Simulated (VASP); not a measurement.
A run of VASP 6.6.1:

INCAR

```
  PREC = Accurate
  ENCUT = 520
  EDIFF = 1E-7
  ISMEAR = -1
  SIGMA = 0.08
  LREAL = F
  LASPH = T
  NELM = 80
  ALGO = Normal
  ISIF = 2
  LWAVE = F
  LCHARG = F
  GGA = PE
  NBANDS = 12
```

KPOINTS

```
regular mesh
0
Gamma
  18 18 18
```

The input POSCAR:

```
Ta
1.0
   -1.6597773584      1.6597773584      1.6597773584
    1.6597773584     -1.6597773584      1.6597773584
    1.6597773584      1.6597773584     -1.6597773584
Ta
1
Direct
    0.0000000000      0.0000000000      0.0000000000
```

Potentials or basis: VASP PAW PBE potentials, release 64 (Ta_pv).

Launch:

```bash
$ cat potpaw_PBE.64/Ta_pv/POTCAR > POTCAR
$ mpirun -np 1 vasp_std > vasp.out
```

Hardware: 1 thread of Intel(R) Xeon(R) Platinum 8488C (Sapphire Rapids), with other jobs on the host.

Problem. Estimate the wall time of this run.

Solution. Run time: 17 s on 1 thread of Intel(R) Xeon(R) Platinum 8488C (Sapphire Rapids), with other jobs on the host, peak memory 0.17 GiB. Counts: scf iterations 11, k points 195.
